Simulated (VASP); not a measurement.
# Pd2Au (P1) in VASP: relaxation of cell and atoms with r2SCAN

Aim: the relaxation of cell and atoms of Pd2Au with r2SCAN.

All numbers are computed with VASP 6.6.1; they aren't measurements. Logs are shortened: lines on timing, memory, paths and dates and some standing lists are left out, and cuts for length are marked.

### 1 The cell of the first run

The typed cell holds 12 atoms: a = 5.680 Å, b = 5.680 Å, c = 6.957 Å, α = 90.00°, β = 90.00°, γ = 120.00°.

### 2 Relaxation of cell and atoms, r2SCAN

Contents of POSCAR:

```
Pd2Au
1.0
   -4.0165977000     -4.0165977000      0.0000000000
    0.0000000000      4.0165977000      4.0165977000
   -4.0165977000      4.0165977000     -4.0165977000
Pd Au
8 4
Direct
    0.0082483533      0.0052530111      0.9980553898
    0.8363685619      0.1662384419      0.6696086220
    0.3376452114      0.1718816561      0.6634516810
    0.6681944117      0.3351344512      0.3311286625
    0.1636332924      0.3264246426      0.3369370693
    0.3331064086      0.6717845828      0.6729596525
    0.6733400170      0.8423629222      0.3347698399
    0.1625827211      0.8319136385      0.3279029557
    0.5001102378      0.0065353969      0.9999298778
    0.5005080421      0.5059164604      0.9979535395
    0.9974360819      0.4970424726      0.9957070820
    0.8225194039      0.6659685881      0.6665404554
```

Contents of INCAR.step1:

```
SYSTEM = Pd2Au
  ALGO = Normal
  EDIFF = 1E-4
  ENCUT = 600
  GGA = PE
  ISMEAR = 0
  ISYM = 0
  KPAR = 4
  LASPH = .True.
  LCHARG = .False.
  LREAL = .False.
  LWAVE = .True.
  NELM = 100
  PREC = Accurate
  SIGMA = 0.1
```

Contents of INCAR.step2:

```
SYSTEM = Pd2Au
  ALGO = Normal
  EDIFF = 1E-7
  EDIFFG = -0.04
  ENCUT = 600
  IBRION = 2
  ISIF = 3
  ISMEAR = 0
  ISTART = 1
  ISYM = 0
  KPAR = 4
  LASPH = .True.
  LCHARG = .False.
  LMIXTAU = .True.
  LREAL = .False.
  LWAVE = .False.
  METAGGA = R2SCAN
  NELM = 100
  NSW = 70
  PREC = Accurate
  SIGMA = 0.1
```

Contents of KPOINTS:

```
Automatic mesh
0
Gamma
  3 3 2
  0 0 0.5
```

Potentials or basis: VASP PAW PBE potentials, release 64 (Pd, Au).

On the command line:

```
$ cat potpaw_PBE.64/Pd/POTCAR potpaw_PBE.64/Au/POTCAR > POTCAR
$ cp INCAR.step1 INCAR
$ mpirun -np 4 vasp_std > vasp.out
$ cp INCAR.step2 INCAR
$ mpirun -np 4 vasp_std > vasp.out
```

OUTCAR:

```text
SYSTEM = Pd2Au
   EDIFF = 1E-7
   EDIFFG = -0.04
   ENCUT = 600
   IBRION = 2
   ISIF = 3
   ISMEAR = 0
   ISTART = 1
   ISYM = 0
   LASPH = .True.
   LREAL = .False.
   METAGGA = R2SCAN
   NELM = 100
   NSW = 70
   PREC = Accurate

 ion  position               nearest neighbor table
   1  0.008  0.005  0.998-   9 2.79   8 2.80   2 2.81  10 2.82  11 2.82   3 2.84   5 2.84  12 2.85
                            11 2.86  10 2.86   7 2.86   9 2.89
   2  0.836  0.166  0.670-  11 2.79  12 2.80   1 2.81   5 2.82   7 2.82   3 2.83   9 2.83   6 2.83
                             6 2.85   3 2.85  12 2.88   4 2.88
   3  0.338  0.172  0.663-  12 2.78   5 2.79   4 2.83   6 2.83   2 2.83   1 2.84   9 2.84  10 2.85
                             2 2.85   6 2.85   8 2.87  12 2.90
   4  0.668  0.335  0.331-   7 2.81   9 2.81   8 2.82   3 2.83   5 2.84  11 2.84   5 2.84  12 2.85
                            10 2.85   8 2.87   7 2.87   2 2.88
   5  0.164  0.326  0.337-   7 2.77   3 2.79   8 2.81   2 2.82   1 2.84   4 2.84   4 2.84   8 2.88
                            10 2.88   6 2.89  11 2.89   7 2.91
   6  0.333  0.672  0.673-  11 2.79  10 2.79  12 2.80   9 2.81   3 2.83   2 2.83   2 2.85   3 2.85
                            12 2.88   7 2.89   5 2.89   8 2.90
   7  0.673  0.842  0.335-   5 2.77   8 2.81  12 2.81   4 2.81   2 2.82   9 2.86   1 2.86   4 2.87
                            10 2.87   8 2.87   6 2.89   5 2.91
   8  0.163  0.832  0.328-   1 2.80   5 2.81   7 2.81   4 2.82   9 2.82  11 2.84   4 2.87   3 2.87
                             7 2.87   5 2.88  12 2.89   6 2.90
   9  0.500  0.007  1.000-   1 2.79  11 2.81   6 2.81   4 2.81   8 2.82   2 2.83  10 2.84   3 2.84
                            10 2.84   7 2.86  11 2.88   1 2.89
  10  0.501  0.506  0.998-   6 2.79  12 2.80   1 2.82  11 2.83   9 2.84   9 2.84  11 2.85   3 2.85
                             4 2.85   1 2.86   7 2.87   5 2.88
  11  0.997  0.497  0.996-   6 2.79   2 2.79   9 2.81   1 2.82  10 2.83   8 2.84   4 2.84  12 2.85
                            10 2.85   1 2.86   9 2.88   5 2.89
  12  0.823  0.666  0.667-   3 2.78   6 2.80  10 2.80   2 2.80   7 2.81   4 2.85  11 2.85   1 2.85
                             2 2.88   6 2.88   8 2.89   3 2.90

IMPORTANT INFORMATION: All symmetrisations will be switched off!
NOSYMM: (Re-)initialisation of all symmetry stuff for point group C_1.

----------------------------------------------------------------------------------------

                                     Primitive cell

  volume of cell :     194.4000

  direct lattice vectors                    reciprocal lattice vectors
    -4.016597700 -4.016597700  0.000000000    -0.165977954 -0.082988977  0.082988977
     0.000000000  4.016597700  4.016597700    -0.082988977  0.082988977  0.165977954
    -4.016597700  4.016597700 -4.016597700    -0.082988977  0.082988977 -0.082988977

  length of vectors
     5.680326942  5.680326942  6.956951290     0.203280647  0.203280647  0.143741124

  position of ions in fractional coordinates (direct lattice)
     0.008248353  0.005253011  0.998055390
     0.836368562  0.166238442  0.669608622
     0.337645211  0.171881656  0.663451681
     0.668194412  0.335134451  0.331128662
     0.163633292  0.326424643  0.336937069
     0.333106409  0.671784583  0.672959652
     0.673340017  0.842362922  0.334769840
     0.162582721  0.831913638  0.327902956
     0.500110238  0.006535397  0.999929878
     0.500508042  0.505916460  0.997953540
     0.997436082  0.497042473  0.995707082
     0.822519404  0.665968588  0.666540455

  ion indices of the primitive-cell ions
   primitive index   ion index
                 1           1
                 2           2
                 3           3
                 4           4
                 5           5
                 6           6
                 7           7
                 8           8
                 9           9
                10          10
                11          11
                12          12

----------------------------------------------------------------------------------------

 KPOINTS: Automatic mesh

Automatic generation of k-mesh.
 Grid dimensions read from file:
 generate k-points for:    3    3    2

 Generating k-lattice:

  Cartesian coordinates                     Fractional coordinates (reciprocal lattice)
    -0.055325985 -0.027662992  0.027662992     0.333333333  0.000000000  0.000000000
    -0.027662992  0.027662992  0.055325985     0.000000000  0.333333333  0.000000000
    -0.041494488  0.041494488 -0.041494488     0.000000000  0.000000000  0.500000000

  Length of vectors
     0.067760216  0.067760216  0.071870562

  Shift w.r.t. Gamma in fractional coordinates (k-lattice)
     0.000000000  0.000000000  0.500000000

 Subroutine IBZKPT returns following result:
 ===========================================

 Found      9 irreducible k-points:

 Following reciprocal coordinates:
            Coordinates               Weight
  0.000000  0.000000  0.250000      2.000000
  0.333333  0.000000  0.250000      2.000000
  0.000000  0.333333  0.250000      2.000000
 -0.333333  0.333333  0.250000      2.000000
 -0.333333  0.000000  0.250000      2.000000
  0.000000 -0.333333  0.250000      2.000000
  0.333333 -0.333333  0.250000      2.000000
  0.333333  0.333333  0.250000      2.000000
 -0.333333 -0.333333  0.250000      2.000000
   k-points           NKPTS =      9   k-points in BZ     NKDIM =      9   number of bands    NBANDS=     74
   number of dos      NEDOS =    301   number of ions     NIONS =     12
   total plane-waves  NPLWV = 129024
   dimension x,y,z NGX =    48 NGY =   48 NGZ =   56
   dimension x,y,z NGXF=    96 NGYF=   96 NGZF=  112
   ions per type =               8   4
   NGX,Y,Z   is equivalent  to a cutoff of  14.05, 14.05, 13.38 a.u.
   NGXF,Y,Z  is equivalent  to a cutoff of  28.10, 28.10, 26.76 a.u.
 SYSTEM =  Pd2Au
   PREC   = accura    normal or accurate (medium, high low for compatibility)
   ISTART =      1    job   : 0-new  1-cont  2-samecut
   ICHARG =      0    charge: 1-file 2-atom 10-const
   ISPIN  =      1    spin polarized calculation?
   LNONCOLLINEAR =      F non collinear calculations
   LSORBIT =      F    spin-orbit coupling
   LASPH  =      T    aspherical Exc in radial PAW
   ENCUT  =  600.0 eV  44.10 Ry    6.64 a.u.  11.35 11.35 13.89*2*pi/ulx,y,z
   NELM   =    100;   NELMIN=  2; NELMDL=  0     # of ELM steps
   EDIFF  = 0.1E-06   stopping-criterion for ELM
   LREAL  =      F    real-space projection
   EDIFFG = -.4E-01   stopping-criterion for IOM
   NSW    =     70    number of steps for IOM
   IBRION =      2    ionic relax: 0-MD 1-quasi-New 2-CG
   NFREE  =      1    steps in history (QN), initial steepest desc. (CG)
   ISIF   =      3    stress and relaxation
   ISYM   =      0    0-nonsym 1-usesym 2-fastsym
   POTIM  = 0.5000    time-step for ionic-motion
   TEBEG  =    0.0;   TEEND  =   0.0 temperature during run
   PSTRESS=    0.0 pullay stress
   NELECT =     124.0000    total number of electrons
   NUPDOWN=      -1.0000    fix difference up-down
   EMIN   =  10.00;   EMAX   =-10.00  energy-range for DOS
   EFERMI =   0.00;   METHOD = LEGACY
   ISMEAR =     0;   SIGMA  =   0.10  broadening in eV -4-tet -1-fermi 0-gaus
   EFERMI_NEDOS =   21; number of points for ismear=-14 and -15
   IALGO  =     38    algorithm
   IMIX   =      4    mixing-type and parameters
     AMIX     =   0.40;   BMIX     =  1.00
     AMIX_MAG =   1.60;   BMIX_MAG =  1.00
  volume/ion in A,a.u.               =      16.20       109.32
  Fermi-wavevector in a.u.,A,eV,Ry     =   1.409235  2.663067 27.020384  1.985942
  Thomas-Fermi vector in A             =   2.531311
   LORBIT       =      0    0 simple, 1 ext, 2 COOP (PROOUT), +10 PAW based schemes
   METAGGA = R2SCAN    functional components
   LHFCALC =     F    Hartree Fock is set to
   AEXX    =    0.0000 exact exchange contribution
   IVDW    =     0    specifies the selected vdW correction
   LEPSILON=     F    determine dielectric tensor
   LRPA    =     F    only Hartree local field effects (RPA)
 conjugate gradient relaxation of ions
 non-spin polarized calculation
 Gauss-broadening in eV      SIGMA  =   0.10
  energy-cutoff  :      600.00
  volume of cell :      194.40
 maximum number of plane-waves:      6514
 NGX is ok and might be reduce to    48
   NGX = 23   NGY = 23   NGZ = 27

--------------------------------------- Ionic step        1  -------------------------------------------

 number of electron     124.0000004 magnetization

 Free energy of the ion-electron system (eV)
  ---------------------------------------------------
  ext. energy  EPLUGINS =         0.00000000
  ---------------------------------------------------
  free energy    TOTEN  =      -386.64283897 eV

  energy without entropy =     -386.57341569  energy(sigma->0) =     -386.60812733

------------------------ aborting loop because EDIFF is reached ----------------------------------------

  FORCE on cell =-STRESS in cart. coord.  units (eV):
  Direction    XX          YY          ZZ          XY          YZ          ZX
  --------------------------------------------------------------------------------------
  -------------------------------------------------------------------------------------
  Total       -5.6176134     -5.5657595     -5.2680622     -0.5749834     -0.4533184      0.3671082
  in kB      -46.2984197    -45.8710584    -43.4175399     -4.7388140     -3.7360929      3.0255787
  external PRESSURE =     -45.1956727 kB  Pullay stress =       0.0000000 kB
[... 119 lines left out ...]
  FREE ENERGIE OF THE ION-ELECTRON SYSTEM (eV)
  ---------------------------------------------------
  free  energy   TOTEN  =      -386.7837111222 eV

  energy  without entropy=     -386.7214245748  energy(sigma->0) =     -386.75256785

[... ionic steps 4 to 8 ...]

--------------------------------------- Ionic step        9  -------------------------------------------

 number of electron     124.0000005 magnetization

------------------------ aborting loop because EDIFF is reached ----------------------------------------

  FORCE on cell =-STRESS in cart. coord.  units (eV):
  Direction    XX          YY          ZZ          XY          YZ          ZX
  --------------------------------------------------------------------------------------
  -------------------------------------------------------------------------------------
  Total        0.0612280      0.0604351      0.0927931      0.0137657      0.0038115     -0.0312077
  in kB        0.5201740      0.5134374      0.7883413      0.1169488      0.0323816     -0.2651307
  external PRESSURE =       0.6073176 kB  Pullay stress =       0.0000000 kB
[... 77 lines left out ...]
  energy  without entropy=     -386.8017696521  energy(sigma->0) =     -386.83277812

--------------------------------------- Ionic step       11  -------------------------------------------

 number of electron     124.0000005 magnetization

 Free energy of the ion-electron system (eV)
  ---------------------------------------------------
  ext. energy  EPLUGINS =         0.00000000
  ---------------------------------------------------
  free energy    TOTEN  =      -386.86417452 eV

  energy without entropy =     -386.80223917  energy(sigma->0) =     -386.83320685

 E-fermi :   8.9344     XC(G=0): -13.8529

 val. band max:        8.8961273814   @ k =   0.3333  -0.3333   0.2500
 cond. band min:       8.9357301418   @ k =  -0.3333   0.0000   0.2500
 fundamental gap:      0.0396027603
 Fermi energy:         8.9344222317

 k-point     1 :       0.0000    0.0000    0.2500
  band No.  band energies     occupation
      1       0.7983      2.00000
      2       2.3529      2.00000
      3       2.6395      2.00000
      4       2.6834      2.00000
      5       2.7674      2.00000
      6       2.9251      2.00000
[... 721 lines left out ...]
  FREE ENERGIE OF THE ION-ELECTRON SYSTEM (eV)
  ---------------------------------------------------
  free  energy   TOTEN  =      -386.8641745187 eV

  energy  without entropy=     -386.8022391724  energy(sigma->0) =     -386.83320685

 reached required accuracy - stopping structural energy minimisation
```

Wall time 28 min (4 MPI ranks of Oxide Virtual Turin-like, shared host); peak memory 0.47 GiB.

Results:

| Quantity | Value |
| --- | --- |
| Free energy | -386.8642 eV |
| Relaxed volume | 15.72 Å³/atom |
| Relaxed cell | a = 5.598 Å, b = 5.613 Å, c = 6.925 Å, α = 90.13°, β = 89.99°, γ = 119.93° |
| Space group after relaxing (to 0.1 Å) | Cm (No. 8) |
| Energy gained by relaxing | 18.4 meV/atom |
| Ionic steps | 11 |
| Pressure after relaxing | 0.1 GPa |
| Largest force after relaxing | 0.031 eV/Å |
| Band gap on the k mesh | zero (bands 62 and 63 overlap by 0.42 eV) |

Forces on the atoms (eV/Å):
```
Pd   0.001  0.007 -0.011
Pd   0.001  0.000 -0.005
Pd   0.001 -0.004  0.008
Pd   0.002  0.001  0.018
Pd  -0.001  0.014  0.004
Pd  -0.002 -0.010  0.007
Pd   0.005 -0.002  0.001
Pd   0.000 -0.002  0.008
Au   0.005  0.004 -0.004
Au  -0.003 -0.023 -0.020
Au   0.006  0.016 -0.006
Au  -0.017 -0.001  0.002
```

The path:
| step | energy change (eV) | largest force (eV/Å) | pressure (GPa) | volume (Å³) |
| --- | --- | --- | --- | --- |
| 1 | 0.0000 | 0.7911 | -4.52 | 194.40 |
| 2 | -0.0304 | 0.5239 | 7.47 | 181.82 |
| 3 | -0.1409 | 0.6728 | 1.34 | 187.50 |
| 4 | -0.2058 | 0.2718 | 0.49 | 188.18 |
| 5 | -0.2092 | 0.2430 | 0.30 | 188.38 |
| 6 | -0.2161 | 0.1091 | -0.50 | 189.20 |
| 7 | -0.2163 | 0.0764 | -0.70 | 189.41 |
| 8 | -0.2200 | 0.1019 | 0.00 | 188.66 |
| 9 | -0.2200 | 0.1059 | 0.06 | 188.59 |
| 10 | -0.2209 | 0.0605 | 0.06 | 188.58 |
| 11 | -0.2213 | 0.0306 | 0.06 | 188.58 |

Final structure:
```cif
data_structure
_symmetry_space_group_name_H-M 'P 1'
_symmetry_Int_Tables_number 1
_cell_length_a 5.5985
_cell_length_b 5.6127
_cell_length_c 6.9249
_cell_angle_alpha 90.130
_cell_angle_beta 89.990
_cell_angle_gamma 119.930
_cell_volume 188.58
loop_
_atom_site_label
_atom_site_type_symbol
_atom_site_fract_x
_atom_site_fract_y
_atom_site_fract_z
_atom_site_occupancy
Pd1 Pd 0.00125 0.00335 0.00094 1
Pd2 Pd 0.83458 0.16855 0.66410 1
Pd3 Pd 0.33179 0.16828 0.66434 1
Pd4 Pd 0.66573 0.33262 0.33650 1
Pd5 Pd 0.16611 0.33300 0.33559 1
Pd6 Pd 0.33309 0.66882 0.66108 1
Pd7 Pd 0.66782 0.83733 0.33404 1
Pd8 Pd 0.16801 0.83696 0.33405 1
Au1 Au 0.50083 0.00291 0.99881 1
Au2 Au 0.49941 0.50244 0.00182 1
Au3 Au 0.00130 0.50176 0.00160 1
Au4 Au 0.83376 0.67044 0.66209 1
```

Levels at points of the mesh, in eV from the Fermi level:
| k point | band 60 | band 61 | band 62 | band 63 | band 64 | band 65 |
| --- | --- | --- | --- | --- | --- | --- |
| (0.00, 0.00, 0.25) | 0.10 | 0.16 | 0.18 | 0.24 | 1.64 | 1.74 |

Caveat: the k points lie up to 0.45 Å⁻¹ apart in the final cell; the PAW data sets were made with another functional, which shifts forces and pressure a little; spin-orbit coupling is left out, which moves the levels of the heavy elements.

The gap in the log of VASP goes by the Fermi energy; the results here count the filled bands.